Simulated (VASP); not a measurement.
Input of a VASP 6.6.1 run:

Contents of INCAR:

```
SYSTEM = H6C2O
PREC     = Accurate       ! precision mode
ENCUT    = 520            ! plane-wave cutoff, eV
EDIFF    = 1E-7           ! SCF threshold, eV
ISMEAR   = -1             ! smearing method
SIGMA    = 0.05           ! smearing width, eV
LREAL    = Auto         
LASPH    = .TRUE.         ! aspherical terms in the spheres
NELM     = 60             ! most SCF steps
ALGO     = Normal         ! electronic algorithm
ISIF     = 2              ! what is computed and relaxed
LWAVE    = .FALSE.        ! write WAVECAR
LCHARG   = .TRUE.         ! write CHGCAR
GGA      = PE             ! functional
IVDW     = 12             ! dispersion correction
LELF     = .TRUE.         ! ELF
LVHAR    = .TRUE.       
NBANDS   = 64             ! bands
```

File KPOINTS:

```
Automatic mesh
0
G
  1 1 1
  0 0 0
```

Contents of POSCAR:

```
H6C2O
1.0
    7.0419250000      0.0000000000      0.0000000000
    0.0000000000      7.0419250000      0.0000000000
    0.0000000000      0.0000000000      7.0419250000
C O H
8 4 24
Direct
    0.4640776492      0.3059390721     -0.0139024485
    0.6435882234      0.1774372774      0.0250073666
    1.0622237527      0.9482492358      0.1508252360
    0.8844314587      0.8162682789      0.1789709490
    0.4938280371      0.6844293286      0.4862732846
    0.3751957029      0.8491570132      0.5502614697
    0.9490302723      0.3368823156      0.6189500740
    1.0191105415      0.4782215090      0.7597212410
    0.6756675199      0.0398186575     -0.1342104609
    0.9193224864      0.6313188510      0.2886710665
    0.3673995392      0.8389467369      0.7538847687
    1.0150775534      0.6585841229      0.6665932966
    0.7989150694      0.0592451638     -0.1854748524
    0.7771170525      0.2588496753      0.0623977109
    0.6414297227      0.0975585511      0.1610639136
    0.4224839089      0.3754087128      0.1155365898
    0.4963557550      0.4187207333     -0.1107225652
    0.3435140249      0.2269549875     -0.0688164103
    0.9721631514      0.6669483131      0.4159090022
    0.7919425441      0.9065702915      0.2675546814
    0.8297873096      0.7792471519      0.0424315794
    1.0327147761      1.0356969153      0.0246239487
    1.1139851674      1.0466314254      0.2549018912
    1.1784987770      0.8631588664      0.0897765881
    0.4717602076      0.9231424646      0.7908632938
    0.4504166119      0.9830550595      0.5252683038
    0.2271395961      0.8331102646      0.4737198990
    0.5131977407      0.6937307625      0.3269560525
    0.6366867014      0.7008736958      0.5525903783
    0.4404051449      0.5499774564      0.5360182052
    1.0950698850      0.7522516925      0.7204138073
    0.9350852217      0.4879063608      0.8793618222
    1.1693677510      0.4370679892      0.7951518938
    1.0557766520      0.2447910195      0.5522353618
    0.8523095602      0.2479577672      0.6991980176
    0.8715656585      0.3924353071      0.4946516755
```

Potentials or basis: VASP PAW PBE potentials, release 64 (C, O, H).

Launch:

```bash
$ cat potpaw_PBE.64/C/POTCAR potpaw_PBE.64/O/POTCAR potpaw_PBE.64/H/POTCAR > POTCAR
$ mpirun -np 1 vasp_gam > vasp.out
```

Q: Predict the largest force.

A: 3.592 eV/Å.

Q: What does it give for the band gap on the k mesh?

A: 4.69 eV.

Q: Predict the dispersion energy per atom.

A: -0.041 eV.

Forces in eV/Å, atoms in the order of the input:
```
C    1.592 -1.203  0.461
C    0.184  0.358  0.050
C   -0.208 -1.471 -2.232
C    1.957 -0.068  2.988
C    1.609  0.953 -1.250
C   -0.897 -0.825 -0.414
C   -0.666 -1.229 -0.744
C    2.810  0.503 -2.179
O   -1.456  0.752  1.643
O    0.169  2.052 -1.195
O   -1.194  0.099  0.115
O   -1.139 -0.135 -0.970
H    0.991  0.072 -0.398
H   -0.699  0.101 -1.072
H   -0.965 -0.252 -0.518
H   -0.240  0.212  0.779
H    0.326  0.549 -0.758
H   -0.102 -0.428 -0.014
H   -0.347 -0.198 -0.426
H   -0.610 -0.565 -0.306
H   -0.546 -0.338 -0.522
H   -0.307  0.273  0.075
H   -0.082  0.055  1.000
H    0.268 -0.102  0.497
H    0.193 -0.053  0.576
H   -0.363  0.305 -0.901
H    1.643  0.760  1.260
H   -0.095 -0.527  0.919
H   -0.288 -0.141 -0.364
H   -0.539 -0.634 -0.096
H    1.211  0.682  1.052
H   -1.305 -0.069  2.209
H   -0.699  0.496  0.260
H    0.335  0.067  0.328
H   -0.384 -0.385 -0.363
H   -0.158  0.332  0.508
```

Caveat: the k points lie up to 0.89 Å⁻¹ apart, too coarse for converged energies, forces and pressures; the atoms stand as in a frame of molecular dynamics.
